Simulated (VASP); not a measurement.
# C (R-3m) in VASP: further runs

C is run at these levels: PBE; tasks: single point.

All numbers are computed with VASP 6.6.1; they aren't measurements. Logs are shortened: lines on timing, memory, paths and dates and some standing lists are left out, and cuts for length are marked.

## (1) The cell of the first run

It takes space group R-3m (No. 166, trigonal). The conventional cell has a = 2.595 Å, b = 2.595 Å, c = 29.442 Å, α = 90.00°, β = 90.00°, γ = 120.00°. Within 2.0 Å of C (site symmetry 3m) lie 4 C at 1.46 to 1.58 Å. Within 2.0 Å of C (site symmetry 3m) lie 4 C at 1.46 to 1.58 Å. C (site symmetry 3m) has 4 C at 1.46 to 1.58 Å within 2.0 Å. C (site symmetry 3m) has 4 C at 1.49 to 1.58 Å within 2.0 Å. C (site symmetry 3m) has 4 C at 1.49 to 1.58 Å within 2.0 Å.

## (2) Single point, PBE

Input file INCAR:

```
SYSTEM = C
  PREC = Accurate
  ENCUT = 520
  EDIFF = 1E-7
  ISMEAR = 0
  SIGMA = 0.05
  LREAL = .False.
  LASPH = .True.
  NELM = 100
  ALGO = Normal
  ISIF = 2
  LWAVE = .False.
  LCHARG = .False.
  GGA = PE
  NBANDS = 31
```

Input file KPOINTS:

```
regular mesh
0
Gamma
  12 12 12
  0 0 0
```

Input file POSCAR:

```
C
1.0
    1.2976000000      0.7491697093      9.8141000000
   -1.2976000000      0.7491697093      9.8141000000
    0.0000000000     -1.4983394186      9.8141000000
C
10
Direct
    0.0248257000      0.0248257000      0.0248257000
    0.9751743000      0.9751743000      0.9751743000
    0.1086810650      0.1086810650      0.1086810650
    0.8913189350      0.8913189350      0.8913189350
    0.1583663742      0.1583663742      0.1583663742
    0.8416336258      0.8416336258      0.8416336258
    0.3748589682      0.3748589682      0.3748589682
    0.6251410318      0.6251410318      0.6251410318
    0.4253192967      0.4253192967      0.4253192967
    0.5746807033      0.5746807033      0.5746807033
```

Potentials or basis: VASP PAW PBE potentials, release 64 (C).

On the command line:

```
$ cat potpaw_PBE.64/C/POTCAR > POTCAR
$ mpirun -np 1 vasp_std > vasp.out
```

OUTCAR:

```text
SYSTEM = C
   PREC = Accurate
   ENCUT = 520
   EDIFF = 1E-7
   ISMEAR = 0
   LREAL = .False.
   LASPH = .True.
   NELM = 100
   ISIF = 2
   GGA = PE

 ion  position               nearest neighbor table
   1  0.025  0.025  0.025-   2 1.46   7 1.58   7 1.58   7 1.58
   2  0.975  0.975  0.975-   1 1.46   8 1.58   8 1.58   8 1.58
   3  0.109  0.109  0.109-   5 1.46   9 1.58   9 1.58   9 1.58
   4  0.891  0.891  0.891-   6 1.46  10 1.58  10 1.58  10 1.58
   5  0.158  0.158  0.158-   3 1.46   6 1.58   6 1.58   6 1.58
   6  0.842  0.842  0.842-   4 1.46   5 1.58   5 1.58   5 1.58
   7  0.375  0.375  0.375-   9 1.49   1 1.58   1 1.58   1 1.58
   8  0.625  0.625  0.625-  10 1.49   2 1.58   2 1.58   2 1.58
   9  0.425  0.425  0.425-   7 1.49   3 1.58   3 1.58   3 1.58
  10  0.575  0.575  0.575-   8 1.49   4 1.58   4 1.58   4 1.58

  LATTYP: Found a trigonal (rhomboedric) cell.
 ALAT       =     9.9278184826
 COS(alpha) =     0.9658332230

  Lattice vectors:

 A1 = (   1.2976000000,   0.7491697093,   9.8141000000)
 A2 = (  -1.2976000000,   0.7491697093,   9.8141000000)
 A3 = (   0.0000000000,  -1.4983394186,   9.8141000000)

Analysis of symmetry for initial positions (statically):
=====================================================================
 Subroutine PRICEL returns:
 Original cell was already a primitive cell.

 Routine SETGRP: Setting up the symmetry group for a
 trigonal (rhombohedral) supercell.

 Subroutine GETGRP returns: Found 12 space group operations
 (whereof 12 operations were pure point group operations)
 out of a pool of 12 trial point group operations.

The static configuration has the point symmetry D_3d.

Analysis of symmetry for dynamics (positions and initial velocities):
=====================================================================
 Subroutine PRICEL returns:
 Original cell was already a primitive cell.

 Routine SETGRP: Setting up the symmetry group for a
 trigonal (rhombohedral) supercell.

 Subroutine GETGRP returns: Found 12 space group operations
 (whereof 12 operations were pure point group operations)
 out of a pool of 12 trial point group operations.

The dynamic configuration has the point symmetry D_3d.

 Subroutine INISYM returns: Found 12 space group operations
 (whereof 12 operations are pure point group operations),
 and found     1 'primitive' translations

----------------------------------------------------------------------------------------

                                     Primitive cell

  volume of cell :      57.2431

  direct lattice vectors                    reciprocal lattice vectors
     1.297600000  0.749169709  9.814100000     0.385326757  0.222468507  0.033964738
    -1.297600000  0.749169709  9.814100000    -0.385326757  0.222468507  0.033964738
     0.000000000 -1.498339419  9.814100000     0.000000000 -0.444937014  0.033964738

  length of vectors
     9.927818483  9.927818483  9.927818483     0.446231498  0.446231498  0.446231498

  position of ions in fractional coordinates (direct lattice)
     0.024825700  0.024825700  0.024825700
     0.975174300  0.975174300  0.975174300
     0.108681065  0.108681065  0.108681065
     0.891318935  0.891318935  0.891318935
     0.158366374  0.158366374  0.158366374
     0.841633626  0.841633626  0.841633626
     0.374858968  0.374858968  0.374858968
     0.625141032  0.625141032  0.625141032
     0.425319297  0.425319297  0.425319297
     0.574680703  0.574680703  0.574680703

  ion indices of the primitive-cell ions
   primitive index   ion index
                 1           1
                 2           2
                 3           3
                 4           4
                 5           5
                 6           6
                 7           7
                 8           8
                 9           9
                10          10

----------------------------------------------------------------------------------------

 KPOINTS: regular mesh

Automatic generation of k-mesh.
 Grid dimensions read from file:
 generate k-points for:   12   12   12

 Generating k-lattice:

  Cartesian coordinates                     Fractional coordinates (reciprocal lattice)
     0.032110563  0.018539042  0.002830395     0.083333333 -0.000000000 -0.000000000
    -0.032110563  0.018539042  0.002830395    -0.000000000  0.083333333 -0.000000000
     0.000000000 -0.037078084  0.002830395    -0.000000000 -0.000000000  0.083333333

  Length of vectors
     0.037185958  0.037185958  0.037185958

  Shift w.r.t. Gamma in fractional coordinates (k-lattice)
     0.000000000  0.000000000  0.000000000

 Subroutine IBZKPT returns following result:
 ===========================================

 Found    189 irreducible k-points:

 Following reciprocal coordinates:
            Coordinates               Weight
  0.000000  0.000000  0.000000      1.000000
  0.083333  0.000000 -0.000000      6.000000
  0.166667  0.000000 -0.000000      6.000000
  0.250000  0.000000  0.000000      6.000000
  0.333333  0.000000 -0.000000      6.000000
  0.416667  0.000000 -0.000000      6.000000
[... 16 lines left out ...]
  0.500000  0.166667  0.000000     12.000000
 -0.416667  0.166667  0.000000     12.000000
 [... further k-points ...]
   k-points           NKPTS =    189   k-points in BZ     NKDIM =    189   number of bands    NBANDS=     31
   number of dos      NEDOS =    301   number of ions     NIONS =     10
   total plane-waves  NPLWV = 512000
   dimension x,y,z NGX =    80 NGY =   80 NGZ =   80
   dimension x,y,z NGXF=   160 NGYF=  160 NGZF=  160
   ions per type =              10
   NGX,Y,Z   is equivalent  to a cutoff of  13.40, 13.40, 13.40 a.u.
   NGXF,Y,Z  is equivalent  to a cutoff of  26.79, 26.79, 26.79 a.u.
 SYSTEM =  C
   PREC   = accura    normal or accurate (medium, high low for compatibility)
   ISTART =      0    job   : 0-new  1-cont  2-samecut
   ICHARG =      2    charge: 1-file 2-atom 10-const
   ISPIN  =      1    spin polarized calculation?
   LNONCOLLINEAR =      F non collinear calculations
   LSORBIT =      F    spin-orbit coupling
   LASPH  =      T    aspherical Exc in radial PAW
   ENCUT  =  520.0 eV  38.22 Ry    6.18 a.u.  18.46 18.46 18.46*2*pi/ulx,y,z
   NELM   =    100;   NELMIN=  2; NELMDL= -5     # of ELM steps
   EDIFF  = 0.1E-06   stopping-criterion for ELM
   LREAL  =      F    real-space projection
   EDIFFG = 0.1E-05   stopping-criterion for IOM
   NSW    =      0    number of steps for IOM
   IBRION =     -1    ionic relax: 0-MD 1-quasi-New 2-CG
   NFREE  =      0    steps in history (QN), initial steepest desc. (CG)
   ISIF   =      2    stress and relaxation
   ISYM   =      2    0-nonsym 1-usesym 2-fastsym
   POTIM  = 0.5000    time-step for ionic-motion
   TEBEG  =    0.0;   TEEND  =   0.0 temperature during run
   PSTRESS=    0.0 pullay stress
   NELECT =      40.0000    total number of electrons
   NUPDOWN=      -1.0000    fix difference up-down
   EMIN   =  10.00;   EMAX   =-10.00  energy-range for DOS
   EFERMI =   0.00;   METHOD = LEGACY
   ISMEAR =     0;   SIGMA  =   0.05  broadening in eV -4-tet -1-fermi 0-gaus
   EFERMI_NEDOS =   21; number of points for ismear=-14 and -15
   IALGO  =     38    algorithm
   IMIX   =      4    mixing-type and parameters
     AMIX     =   0.40;   BMIX     =  1.00
     AMIX_MAG =   1.60;   BMIX_MAG =  1.00
  volume/ion in A,a.u.               =       5.72        38.63
  Fermi-wavevector in a.u.,A,eV,Ry     =   1.452738  2.745276 28.714376  2.110447
  Thomas-Fermi vector in A             =   2.570085
   LORBIT       =      0    0 simple, 1 ext, 2 COOP (PROOUT), +10 PAW based schemes
   GGA     = PE    functional components
   LHFCALC =     F    Hartree Fock is set to
   AEXX    =    0.0000 exact exchange contribution
   IVDW    =     0    specifies the selected vdW correction
   LEPSILON=     F    determine dielectric tensor
   LRPA    =     F    only Hartree local field effects (RPA)
 non-spin polarized calculation
 Gauss-broadening in eV      SIGMA  =   0.05
  energy-cutoff  :      520.00
  volume of cell :       57.24
 maximum number of plane-waves:      1562
 NGX is ok and might be reduce to    80

 number of electron      40.0000002 magnetization

 Free energy of the ion-electron system (eV)
  ---------------------------------------------------
  ext. energy  EPLUGINS =         0.00000000
  ---------------------------------------------------
  free energy    TOTEN  =       -89.81721852 eV

  energy without entropy =      -89.81721852  energy(sigma->0) =      -89.81721852

 E-fermi :  10.0450     XC(G=0): -13.1960

 val. band max:        9.8019692581   @ k =   0.0000   0.0000   0.0000
 cond. band min:      13.1985668671   @ k =   0.5000   0.5000   0.0000
 fundamental gap:      3.3965976090
 Fermi energy:        10.0449543210

 k-point     1 :       0.0000    0.0000    0.0000
  band No.  band energies     occupation
      1     -11.7970      2.00000
      2     -10.6017      2.00000
      3     -10.5537      2.00000
      4      -7.0182      2.00000
      5      -6.9985      2.00000
      6      -1.2287      2.00000
[... 23 lines left out ...]
     30      16.7822      0.00000
     31      16.8351      0.00000

 k-point     2 :       0.0833    0.0000   -0.0000
  band No.  band energies     occupation
      1     -11.6359      2.00000
      2     -10.4898      2.00000
      3     -10.3472      2.00000
      4      -6.9864      2.00000
      5      -6.7299      2.00000
      6      -1.2795      2.00000
[... 23 lines left out ...]
     30      17.1100      0.00000
     31      17.3752      0.00000

 k-point     3 :       0.1667    0.0000   -0.0000
  band No.  band energies     occupation
      1     -11.1545      2.00000
      2     -10.0789      2.00000
      3      -9.8080      2.00000
      4      -6.6640      2.00000
      5      -6.1599      2.00000
      6      -1.1196      2.00000
[... 703 lines left out ...]
     30      20.2072      0.00000
     31      20.7004      0.00000

 k-point    24 :      -0.4167    0.1667    0.0000
  band No.  band energies     occupation
      1      -6.3630      2.00000
      2      -5.9635      2.00000
      3      -5.5470      2.00000
      4      -4.5792      2.00000
      5      -4.3777      2.00000
      6      -3.0725      2.00000
[... 23 lines left out ...]
     30      20.2682      0.00000
     31      20.4808      0.00000

 [... further k-points ...]
[... 5 lines left out ...]
  --------------------------------------------------------------------------------------
  -------------------------------------------------------------------------------------
  Total      -11.4489397    -11.4489397     26.3314330      0.0000000      0.0000000      0.0000000
  in kB     -320.4446867   -320.4446867    736.9911995      0.0000000      0.0000000      0.0000000
  external PRESSURE =      32.0339421 kB  Pullay stress =       0.0000000 kB

 VOLUME and BASIS-vectors are now :
 -----------------------------------------------------------------------------
  energy-cutoff  :      520.00
  volume of cell :       57.24
      direct lattice vectors                 reciprocal lattice vectors
     1.297600000  0.749169709  9.814100000     0.385326757  0.222468507  0.033964738
    -1.297600000  0.749169709  9.814100000    -0.385326757  0.222468507  0.033964738
     0.000000000 -1.498339419  9.814100000     0.000000000 -0.444937014  0.033964738

 POSITION                                       TOTAL-FORCE (eV/Angst)
 -----------------------------------------------------------------------------------
      0.00000      0.00000      0.73093         0.000000      0.000000      0.480291
      0.00000      0.00000     28.71137         0.000000      0.000000     -0.480291
      0.00000      0.00000      3.19982         0.000000     -0.000000     -0.465174
      0.00000      0.00000     26.24248         0.000000      0.000000      0.465174
      0.00000      0.00000      4.66267         0.000000     -0.000000      0.733900
      0.00000      0.00000     24.77963         0.000000      0.000000     -0.733900
      0.00000      0.00000     11.03671         0.000000      0.000000     -0.673295
      0.00000      0.00000     18.40559         0.000000     -0.000000      0.673295
      0.00000      0.00000     12.52238         0.000000      0.000000      0.678111
      0.00000      0.00000     16.91992         0.000000     -0.000000     -0.678111
 -----------------------------------------------------------------------------------
    total drift:                               -0.000000     -0.000000      0.000000

  FREE ENERGIE OF THE ION-ELECTRON SYSTEM (eV)
  ---------------------------------------------------
  free  energy   TOTEN  =       -89.8172185232 eV

  energy  without entropy=      -89.8172185232  energy(sigma->0) =      -89.81721852
```

Run time: 35 min. Hardware: 1 thread of Intel Xeon 6975P-C (Granite Rapids), shared host; peak memory 0.96 GiB.

What came out:

```
Free energy            : -89.8172 eV
Pressure               : 3.2 GPa
Largest force          : 0.734 eV/Å
Band gap on the k mesh : 3.40 eV (least direct gap 4.33 eV)
```

Forces on the atoms (eV/Å):
```
C    0.000  0.000  0.480
C    0.000  0.000 -0.480
C    0.000  0.000 -0.465
C    0.000  0.000  0.465
C    0.000  0.000  0.734
C    0.000  0.000 -0.734
C    0.000  0.000 -0.673
C    0.000  0.000  0.673
C    0.000  0.000  0.678
C    0.000  0.000 -0.678
```

Stress tensor (GPa, compression positive):
```
-32.04   0.00   0.00
  0.00 -32.04   0.00
  0.00   0.00  73.70
```

Levels at points of the mesh, in eV from the valence-band top:
| k point | band 17 | band 18 | band 19 | band 20 | band 21 | band 22 | band 23 | band 24 |
| --- | --- | --- | --- | --- | --- | --- | --- | --- |
| (0.00, 0.00, 0.00) | -1.78 | -0.47 | 0.00 | 0.00 | 4.33 | 4.33 | 6.05 | 6.12 |
| (0.50, 0.00, 0.00) | -4.61 | -4.55 | -3.45 | -2.55 | 3.66 | 3.70 | 5.80 | 6.05 |
| (0.50, 0.50, 0.00) | -4.05 | -4.00 | -3.24 | -3.21 | 3.40 | 4.46 | 4.64 | 6.53 |
| (0.50, 0.50, 0.50) | -0.69 | -0.69 | -0.63 | -0.63 | 5.01 | 5.01 | 5.14 | 5.14 |

Caveat: the cell stands under pressure. A k mesh can miss the band edges.

## (3) Single point, PBE

This run uses another cell than the first one, of the same volume but with other edges.

Input file INCAR:

```
SYSTEM = C
ALGO = Normal
EDIFF = 1E-6
ENCUT = 520
GGA = PE
ISIF = 2
ISMEAR = 0
LASPH = .TRUE.
LCHARG = .FALSE.
LREAL = .FALSE.
LWAVE = .FALSE.
NBANDS = 31
NELM = 60
PREC = Accurate
SIGMA = 0.05
```

Input file KPOINTS:

```
k-points
0
G
  12 12 12
  0 0 0
```

POSCAR: that of step 2 with these lines changed.

```diff
@@ -2,5 +2,5 @@
 1.0
-    1.2976000000      0.7491697093      9.8141000000
-   -1.2976000000      0.7491697093      9.8141000000
-    0.0000000000     -1.4983394186      9.8141000000
+    1.2472000000      0.7200712557     10.6434666667
+   -1.2472000000      0.7200712557     10.6434666667
+    0.0000000000     -1.4401425115     10.6434666667
 C
```

Potentials or basis: VASP PAW PBE potentials, release 64 (C).

On the command line:

```
$ cat potpaw_PBE.64/C/POTCAR > POTCAR
$ mpirun -np 1 vasp_std > vasp.out
```

It took 31 min on 1 thread of Intel Xeon 6975P-C (Granite Rapids), shared host; peak memory 0.97 GiB.

Results (log left out):

* Free energy: -90.6740 eV
* Pressure: -1.4 GPa
* Largest force: 0.039 eV/Å
* Band gap on the k mesh: 4.57 eV

Forces in eV/Å, atoms in the order of the input:
```
C    0.000  0.000  0.026
C    0.000  0.000 -0.026
C    0.000  0.000 -0.031
C    0.000  0.000  0.031
C    0.000  0.000 -0.039
C    0.000  0.000  0.039
C    0.000  0.000  0.011
C    0.000  0.000 -0.011
C    0.000  0.000 -0.015
C    0.000  0.000  0.015
```

Stress tensor (GPa, compression positive):
```
 12.45   0.00   0.00
  0.00  12.45   0.00
  0.00   0.00 -29.04
```

Levels at points of the mesh, in eV from the valence-band top:
```tsv
k point	band 18	band 19	band 20	band 21	band 22	band 23
(0.00, 0.00, 0.00)	-0.22	0.00	0.00	4.57	5.72	5.72
(0.50, 0.00, 0.00)	-4.31	-3.58	-3.05	5.25	5.26	5.71
(0.50, 0.50, 0.00)	-4.09	-3.45	-3.45	4.93	5.07	5.85
(0.50, 0.50, 0.50)	-0.39	-0.35	-0.35	5.94	5.96	6.13
```
